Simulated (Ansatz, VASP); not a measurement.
**Rh: VASP beside Ansatz**

```
Rh
1.0
     0.00000    1.90299    1.90299
     1.90299    0.00000    1.90299
     1.90299    1.90299    0.00000
Rh
1
Direct
  0.00000 0.00000 0.00000
```

Alike in both runs: task single point; functional r2SCAN; k mesh 8 × 8 × 8; occupations gaussian, width 0.1 eV; no spin polarisation.

|  | VASP | Ansatz |
| --- | --- | --- |
| version | VASP 6.6.1 | Ansatz 0.2.0 |
| potentials or method | VASP PAW PBE potentials, release 64 (Rh_sv_GW), cutoff 680 eV | scalar-relativistic, plane waves, PAW |
| valence electrons in the cell | 17 | 17 |

|  | VASP | Ansatz | Ansatz less VASP |
| --- | --- | --- | --- |
| gap on the k mesh at the Fermi level (eV) | none | none | - |
| pressure (GPa) | -0.5 | -0.6 | -0.05 |

VASP's potentials were made for PBE, not for r2SCAN. A gap of «none» marks a metal or a gap that the smearing closes.
